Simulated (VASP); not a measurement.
# CuO (Cccm) in VASP: notebook

The runs below take CuO through single point, with r2SCAN, PBE+U, PBE, PBEsol.

Everything below comes from runs of VASP 6.6.1. Logs are shortened: lines on timing, memory, paths and dates and some standing lists are left out, and cuts for length are marked.

### Step 1. The cell of the first run

It takes space group Cccm (No. 66, orthorhombic). The conventional cell has a = 3.982 Å, b = 4.307 Å, c = 5.156 Å, α = 90.00°, β = 90.00°, γ = 90.00°. Cu (site symmetry 2/m) has 4 O at 1.95 Å within 2.6 Å. Within 2.6 Å of O (site symmetry 222) lie 4 Cu at 1.95 Å and 2 O at 2.58 Å.

### Step 2. Single point, r2SCAN

File POSCAR:

```
CuO
1.0
    1.9909680000     -2.1535500000      0.0000000000
    1.9909680000      2.1535500000      0.0000000000
    0.0000000000      0.0000000000      5.1559280000
Cu O
2 2
Direct
    0.5000000000      0.0000000000      0.0000000000
    0.0000000000      0.5000000000      0.5000000000
    0.5000000000      0.5000000000      0.2500000000
    0.5000000000      0.5000000000      0.7500000000
```

File INCAR.step1:

```
SYSTEM = CuO
PREC     = Accurate       ! precision mode
ENCUT    = 900            ! plane-wave cutoff, eV
ISMEAR   = -1             ! smearing method
SIGMA    = 0.05           ! smearing width, eV
LREAL    = .False.        ! projectors in reciprocal space
LASPH    = .True.         ! aspherical terms in the spheres
NELM     = 120            ! most SCF steps
NBANDS   = 33             ! bands
GGA      = PE             ! functional
ALGO     = Normal         ! electronic algorithm
EDIFF    = 1E-5           ! SCF threshold, eV
LWAVE    = .True.         ! write WAVECAR
LCHARG   = .False.        ! write CHGCAR
GGA_COMPAT= .False.
```

File INCAR.step2:

```
SYSTEM = CuO
PREC     = Accurate       ! precision mode
ENCUT    = 900            ! plane-wave cutoff, eV
EDIFF    = 1E-6           ! SCF threshold, eV
ISMEAR   = -1             ! smearing method
SIGMA    = 0.05           ! smearing width, eV
LREAL    = .False.        ! projectors in reciprocal space
LASPH    = .True.         ! aspherical terms in the spheres
NELM     = 120            ! most SCF steps
ALGO     = Normal         ! electronic algorithm
ISIF     = 2              ! what is computed and relaxed
LWAVE    = .False.        ! write WAVECAR
LCHARG   = .False.        ! write CHGCAR
METAGGA  = R2SCAN         ! meta-GGA
LMIXTAU  = .True.       
NBANDS   = 33             ! bands
ISTART   = 1            
GGA_COMPAT= .False.
```

File KPOINTS:

```
regular mesh
0
Gamma
  9 9 5
  0 0 0
```

Potentials or basis: VASP PAW PBE potentials, release 64 (Cu_sv_GW, O).

Run with:

```console
$ cat potpaw_PBE.64/Cu_sv_GW/POTCAR potpaw_PBE.64/O/POTCAR > POTCAR
$ cp INCAR.step1 INCAR
$ mpirun -np 1 vasp_std > vasp.out
$ cp INCAR.step2 INCAR
$ mpirun -np 1 vasp_std > vasp.out
```

OUTCAR:

```text
SYSTEM = CuO
   PREC = Accurate
   ENCUT = 900
   EDIFF = 1E-6
   ISMEAR = -1
   LREAL = .False.
   LASPH = .True.
   NELM = 120
   ISIF = 2
   METAGGA = R2SCAN
   ISTART = 1

 ion  position               nearest neighbor table
   1  0.500  0.000  0.000-   3 1.95   4 1.95   3 1.95   4 1.95
   2  0.000  0.500  0.500-   3 1.95   4 1.95   3 1.95   4 1.95
   3  0.500  0.500  0.250-   1 1.95   2 1.95   1 1.95   2 1.95
   4  0.500  0.500  0.750-   1 1.95   2 1.95   1 1.95   2 1.95

  LATTYP: Found a base centered orthorhombic cell.
 ALAT       =     3.9819360000
 B/A-ratio  =     1.0816597755
 C/A-ratio  =     1.2948294498

  Lattice vectors:

 A1 = (   1.9909680000,  -2.1535500000,   0.0000000000)
 A2 = (   1.9909680000,   2.1535500000,   0.0000000000)
 A3 = (   0.0000000000,   0.0000000000,   5.1559280000)

Analysis of symmetry for initial positions (statically):
=====================================================================
 Subroutine PRICEL returns:
 Original cell was already a primitive cell.

 Routine SETGRP: Setting up the symmetry group for a
 base centered orthorhombic supercell.

 Subroutine GETGRP returns: Found  8 space group operations
 (whereof  4 operations were pure point group operations)
 out of a pool of  8 trial point group operations.

The static configuration has the point symmetry C_2h.
 The point group associated with its full space group is D_2h.

Analysis of symmetry for dynamics (positions and initial velocities):
=====================================================================
 Subroutine PRICEL returns:
 Original cell was already a primitive cell.

 Routine SETGRP: Setting up the symmetry group for a
 base centered orthorhombic supercell.

 Subroutine GETGRP returns: Found  8 space group operations
 (whereof  4 operations were pure point group operations)
 out of a pool of  8 trial point group operations.

The dynamic configuration has the point symmetry C_2h.
 The point group associated with its full space group is D_2h.

 Subroutine INISYM returns: Found  8 space group operations
 (whereof  4 operations are pure point group operations),
 and found     1 'primitive' translations

----------------------------------------------------------------------------------------

                                     Primitive cell

  volume of cell :      44.2136

  direct lattice vectors                    reciprocal lattice vectors
     1.990968000 -2.153550000  0.000000000     0.251134122 -0.232174781  0.000000000
     1.990968000  2.153550000  0.000000000     0.251134122  0.232174781  0.000000000
     0.000000000  0.000000000  5.155928000     0.000000000  0.000000000  0.193951506

  length of vectors
     2.932870809  2.932870809  5.155928000     0.342013854  0.342013854  0.193951506

  position of ions in fractional coordinates (direct lattice)
     0.500000000  0.000000000  0.000000000
     0.000000000  0.500000000  0.500000000
     0.500000000  0.500000000  0.250000000
     0.500000000  0.500000000  0.750000000

  ion indices of the primitive-cell ions
   primitive index   ion index
                 1           1
                 2           2
                 3           3
                 4           4

----------------------------------------------------------------------------------------

 KPOINTS: regular mesh

Automatic generation of k-mesh.
 Grid dimensions read from file:
 generate k-points for:    9    9    5

 Generating k-lattice:

  Cartesian coordinates                     Fractional coordinates (reciprocal lattice)
     0.027903791 -0.025797198  0.000000000     0.111111111  0.000000000  0.000000000
     0.027903791  0.025797198  0.000000000     0.000000000  0.111111111  0.000000000
     0.000000000  0.000000000  0.038790301     0.000000000  0.000000000  0.200000000

  Length of vectors
     0.038001539  0.038001539  0.038790301

  Shift w.r.t. Gamma in fractional coordinates (k-lattice)
     0.000000000  0.000000000  0.000000000

 Subroutine IBZKPT returns following result:
 ===========================================

 Found     75 irreducible k-points:

 Following reciprocal coordinates:
            Coordinates               Weight
  0.000000  0.000000  0.000000      1.000000
  0.111111  0.000000  0.000000      4.000000
  0.222222  0.000000  0.000000      4.000000
  0.333333  0.000000  0.000000      4.000000
  0.444444  0.000000  0.000000      4.000000
  0.111111  0.111111  0.000000      2.000000
[... 16 lines left out ...]
 -0.333333  0.333333  0.000000      2.000000
  0.444444  0.444444  0.000000      2.000000
 [... further k-points ...]
   k-points           NKPTS =     75   k-points in BZ     NKDIM =     75   number of bands    NBANDS=     33
   number of dos      NEDOS =    301   number of ions     NIONS =      4
   total plane-waves  NPLWV =  45000
   dimension x,y,z NGX =    30 NGY =   30 NGZ =   50
   dimension x,y,z NGXF=    60 NGYF=   60 NGZF=  100
   ions per type =               2   2
[... 43 lines left out ...]
 non-spin polarized calculation
  energy-cutoff  :      900.00
  volume of cell :       44.21
 maximum number of plane-waves:      2734
 NGX is ok and might be reduce to    30
   NGX = 15   NGY = 15   NGZ = 25

 number of electron      50.0000017 magnetization

 Free energy of the ion-electron system (eV)
  ---------------------------------------------------
  ext. energy  EPLUGINS =         0.00000000
  ---------------------------------------------------
  free energy    TOTEN  =       -36.71459992 eV

  energy without entropy =      -36.69504851  energy(sigma->0) =      -36.70482422

 E-fermi :   4.7328     XC(G=0): -12.3953

 val. band max:        4.7253030659   @ k =   0.1111   0.1111   0.4000
 cond. band min:       4.7656893771   @ k =   0.4444   0.0000   0.2000
 fundamental gap:      0.0403863112
 Fermi energy:         4.7328165119

 k-point     1 :       0.0000    0.0000    0.0000
  band No.  band energies     occupation
      1    -111.9119      2.00000
      2    -111.9116      2.00000
      3     -67.8501      2.00000
      4     -67.8498      2.00000
      5     -67.8265      2.00000
      6     -67.8208      2.00000
[... 25 lines left out ...]
     32      19.9235      0.00000
     33      20.2875      0.00000

 k-point     2 :       0.1111    0.0000    0.0000
  band No.  band energies     occupation
      1    -111.9118      2.00000
      2    -111.9115      2.00000
      3     -67.8513      2.00000
      4     -67.8499      2.00000
      5     -67.8262      2.00000
      6     -67.8208      2.00000
[... 25 lines left out ...]
     32      20.0983      0.00000
     33      20.3634      0.00000

 k-point     3 :       0.2222    0.0000    0.0000
  band No.  band energies     occupation
      1    -111.9116      2.00000
      2    -111.9114      2.00000
      3     -67.8547      2.00000
      4     -67.8497      2.00000
      5     -67.8254      2.00000
      6     -67.8210      2.00000
[... 25 lines left out ...]
     32      20.1606      0.00000
     33      20.4290      0.00000

 k-point     4 :       0.3333    0.0000    0.0000
  band No.  band energies     occupation
      1    -111.9114      2.00000
      2    -111.9112      2.00000
      3     -67.8586      2.00000
      4     -67.8495      2.00000
      5     -67.8243      2.00000
      6     -67.8214      2.00000
[... 25 lines left out ...]
     32      19.2403      0.00000
     33      20.1780      0.00000

 k-point     5 :       0.4444    0.0000    0.0000
  band No.  band energies     occupation
      1    -111.9112      2.00000
      2    -111.9111      2.00000
      3     -67.8611      2.00000
      4     -67.8494      2.00000
      5     -67.8232      2.00000
      6     -67.8220      2.00000
[... 604 lines left out ...]
 k-point    22 :      -0.4444    0.3333    0.0000
  band No.  band energies     occupation
      1    -111.9108      2.00000
      2    -111.9107      2.00000
      3     -67.8611      2.00000
      4     -67.8575      2.00000
      5     -67.8226      2.00000
      6     -67.8211      2.00000
[... 25 lines left out ...]
     32      17.2090      0.00000
     33      18.1077      0.00000

 k-point    23 :      -0.3333    0.3333    0.0000
  band No.  band energies     occupation
      1    -111.9110      2.00000
      2    -111.9108      2.00000
      3     -67.8592      2.00000
      4     -67.8570      2.00000
      5     -67.8232      2.00000
      6     -67.8209      2.00000
[... 25 lines left out ...]
     32      17.7027      0.00000
     33      18.4624      0.00000

 k-point    24 :       0.4444    0.4444    0.0000
  band No.  band energies     occupation
      1    -111.9107      2.00000
      2    -111.9106      2.00000
      3     -67.8618      2.00000
      4     -67.8591      2.00000
      5     -67.8221      2.00000
      6     -67.8211      2.00000
[... 25 lines left out ...]
     32      16.8633      0.00000
     33      16.9291      0.00000

 [... further k-points ...]

------------------------ aborting loop because EDIFF is reached ----------------------------------------

  FORCE on cell =-STRESS in cart. coord.  units (eV):
  Direction    XX          YY          ZZ          XY          YZ          ZX
  --------------------------------------------------------------------------------------
  -------------------------------------------------------------------------------------
  Total       -1.1474701     -1.5203530     -1.5507309     -0.0000000      0.0000000      0.0000000
  in kB      -41.5810928    -55.0933204    -56.1941308     -0.0000000      0.0000000      0.0000000
  external PRESSURE =     -50.9561813 kB  Pullay stress =       0.0000000 kB

 VOLUME and BASIS-vectors are now :
 -----------------------------------------------------------------------------
  energy-cutoff  :      900.00
  volume of cell :       44.21
      direct lattice vectors                 reciprocal lattice vectors
     1.990968000 -2.153550000  0.000000000     0.251134122 -0.232174781  0.000000000
     1.990968000  2.153550000  0.000000000     0.251134122  0.232174781  0.000000000
     0.000000000  0.000000000  5.155928000     0.000000000  0.000000000  0.193951506

 POSITION                                       TOTAL-FORCE (eV/Angst)
 -----------------------------------------------------------------------------------
      0.99548     -1.07678      0.00000         0.000000     -0.000000      0.000000
      0.99548      1.07678      2.57796        -0.000000     -0.000000      0.000000
      1.99097      0.00000      1.28898        -0.000000      0.000000      0.000000
      1.99097      0.00000      3.86695        -0.000000     -0.000000      0.000000
 -----------------------------------------------------------------------------------
    total drift:                                0.000000     -0.000000      0.000000

  FREE ENERGIE OF THE ION-ELECTRON SYSTEM (eV)
  ---------------------------------------------------
  free  energy   TOTEN  =       -36.7145999209 eV

  energy  without entropy=      -36.6950485136  energy(sigma->0) =      -36.70482422
```

It took 19 min on 1 thread of Intel Xeon Platinum 8259CL at 2.50GHz (Skylake/Cascade Lake), shared host; peak memory 0.38 GiB.

What came out:

| Quantity | Value |
| --- | --- |
| Free energy | -36.7146 eV |
| Pressure | -5.1 GPa |
| Band gap on the k mesh | zero (bands 25 and 26 overlap by 0.85 eV) |

Caveat: the cell stands under tension; the PAW data sets were made with another functional, which shifts forces and pressure a little; semilocal functionals often make such compounds metallic where correlation or magnetic order opens a gap, which also shifts bond lengths. With open d or f shells a metallic result of r2SCAN can be an artefact of self-interaction; +U or a hybrid may open a gap.

### Step 3. Single point, PBE+U

File INCAR:

```
SYSTEM = CuO
PREC = Accurate ; ENCUT = 820
EDIFF = 1E-6 ; ISMEAR = -1
SIGMA = 0.05 ; LREAL = .False.
LASPH = .True. ; NELM = 200
ALGO = Normal ; ISIF = 2
LWAVE = .False. ; LCHARG = .True.
LMAXMIX = 4 ; LDAU = .True.
LDAUTYPE = 2 ; LDAUL = 2 -1
LDAUU = 8 0 ; LDAUJ = 0 0
LDAUPRINT = 1 ; GGA = PE
LELF = .True. ; LVHAR = .True.
NBANDS = 33 ; GGA_COMPAT = .False.
```

KPOINTS is that of step 2.

POSCAR is that of step 2.

Potentials or basis: VASP PAW PBE potentials, release 64 (Cu_sv_GW, O).

Run with:

```console
$ cat potpaw_PBE.64/Cu_sv_GW/POTCAR potpaw_PBE.64/O/POTCAR > POTCAR
$ mpirun -np 1 vasp_std > vasp.out
```

Run time: 2.6 min. Hardware: 1 thread of Intel Xeon Platinum 8375C at 2.90GHz (Ice Lake), shared host; peak memory 0.34 GiB.

It converged, with:

```
Free energy            : -12.9461 eV
Pressure               : 0.3 GPa
Band gap on the k mesh : zero (bands 25 and 26 overlap by 0.91 eV)
```

Stress tensor (GPa, compression positive):
```
0.36 0.00 0.00
0.00 0.14 0.00
0.00 0.00 0.53
```

Levels at points of the mesh, in eV from the Fermi level:
| k point | band 22 | band 23 | band 24 | band 25 | band 26 | band 27 | band 28 | band 29 |
| --- | --- | --- | --- | --- | --- | --- | --- | --- |
| (0.00, 0.00, 0.00) | -3.09 | -3.08 | -2.15 | 0.59 | 0.80 | 1.57 | 6.60 | 7.59 |

Eigenvalues of the final occupation matrices:
```csv
site,spin,trace,eigenvalues
site 1 d,1,4.53,0.76 0.92 0.95 0.95 0.96
site 1 d,2,4.53,0.76 0.92 0.95 0.95 0.96
site 2 d,1,4.53,0.76 0.92 0.95 0.95 0.96
site 2 d,2,4.53,0.76 0.92 0.95 0.95 0.96
```

Caveat: U without spin polarisation on a metal has little footing.

### Step 4. Single point, PBE

File INCAR:

```
PREC = Accurate
ENCUT = 820
EDIFF = 1E-6
ISMEAR = -1
SIGMA = 0.05
LREAL = False
LASPH = True
NELM = 120
ALGO = Normal
ISIF = 2
LWAVE = False
LCHARG = False
GGA = PE
NBANDS = 33
GGA_COMPAT = False
```

File KPOINTS:

```
regular mesh
0
Gamma
  8 8 5
```

POSCAR is that of step 3.

Run with:

```console
$ cat potpaw_PBE.64/Cu_sv_GW/POTCAR potpaw_PBE.64/O/POTCAR > POTCAR
$ mpirun -np 1 vasp_std > vasp.out
```

It took 2.3 min on 1 thread of AMD EPYC 9R45 (Zen 5), shared host; peak memory 0.28 GiB.

Results (log left out):

```
Free energy            : -19.9044 eV
Pressure               : 0.8 GPa
Band gap on the k mesh : zero (bands 25 and 26 overlap by 0.85 eV)
```

Stress tensor (GPa, compression positive):
```
1.43 0.00 0.00
0.00 0.30 0.00
0.00 0.00 0.53
```

Levels at points of the mesh, in eV from the Fermi level:
```tsv
k point	band 23	band 24	band 25	band 26	band 27	band 28
(0.00, 0.00, 0.00)	-2.28	-1.89	0.59	0.78	1.40	6.09
(0.50, 0.00, 0.00)	-1.55	-1.50	0.23	0.48	3.66	5.89
(0.50, 0.50, 0.00)	-1.57	-1.20	-1.15	1.14	2.16	7.19
```

Caveat: semilocal functionals often make such compounds metallic where correlation or magnetic order opens a gap, which also shifts bond lengths.

### Step 5. Single point, PBEsol

File INCAR:

```
ALGO     = Normal         # electronic algorithm
EDIFF    = 1E-6           # SCF threshold, eV
ENCUT    = 820            # plane-wave cutoff, eV
GGA      = PS             # functional
GGA_COMPAT= F            
ISIF     = 2              # what is computed and relaxed
ISMEAR   = -1             # smearing method
LASPH    = T              # aspherical terms in the spheres
LCHARG   = T              # write CHGCAR
LELF     = T              # ELF
LREAL    = F              # projectors in reciprocal space
LVHAR    = T            
LWAVE    = F              # write WAVECAR
NBANDS   = 33             # bands
NELM     = 120            # most SCF steps
PREC     = Accurate       # precision mode
SIGMA    = 0.05           # smearing width, eV
```

File KPOINTS:

```
k-points
0
Gamma
  9 9 5
```

POSCAR is that of step 4.

Run with:

```console
$ cat potpaw_PBE.64/Cu_sv_GW/POTCAR potpaw_PBE.64/O/POTCAR > POTCAR
$ mpirun -np 1 vasp_std > vasp.out
```

Wall time 3.5 min (1 thread of Intel Xeon Platinum 8488C (Sapphire Rapids), shared host); peak memory 0.34 GiB.

The run converged. Its results:

```yaml
Free_energy: -21.6447 eV
Pressure: -6.8 GPa
Band_gap_on_the_k_mesh: zero (bands 25 and 26 overlap by 0.87 eV)
```

Stress tensor (GPa, compression positive):
```
-5.26  0.00  0.00
 0.00 -6.88  0.00
 0.00  0.00 -8.36
```

Levels at points of the mesh, in eV from the Fermi level:
```
           k point  band 22  band 23  band 24  band 25  band 26  band 27  band 28  band 29
(0.00, 0.00, 0.00)    -2.32    -2.25    -1.86     0.61     0.79     1.35     5.96     7.23
```

Caveat: the cell stands under tension; the PAW data sets were made with another functional, which shifts forces and pressure a little; semilocal functionals often make such compounds metallic where correlation or magnetic order opens a gap, which also shifts bond lengths. With open d or f shells a metallic result of PBEsol can be an artefact of self-interaction; +U or a hybrid may open a gap.

### Step 6. Overview

```tsv
level	U	k mesh	cutoff (eV)	gap on the mesh (eV)	pressure (GPa)
r2SCAN	-	9 × 9 × 5	900	none	-5.1
PBE+U	Cu d U = 8.0 eV	9 × 9 × 5	820	none	0.3
PBE	-	8 × 8 × 5	820	none	0.8
PBEsol	-	9 × 9 × 5	820	none	-6.8
```

Alike in all rows: task single point; potentials or basis VASP PAW PBE potentials, release 64 (Cu_sv_GW, O); no spin polarisation; cell as given; smearing fermi-dirac 0.05 eV.

The pressure there spans -6.8 GPa (PBEsol) to 0.8 GPa (PBE); a positive pressure means that this level wants a larger cell, a negative one a smaller.

Caveats: semilocal functionals often make such compounds metallic where correlation or magnetic order opens a gap, which also shifts bond lengths (at least some runs); the cell stands under tension (at least some runs); the PAW data sets were made with another functional, which shifts forces and pressure a little (at least some runs); U without spin polarisation on a metal has little footing (at least some runs).

Total energies depend on the potentials used, so only differences within one code and one set of settings carry meaning.

The gap in the log of VASP goes by the Fermi energy; the results here count the filled bands.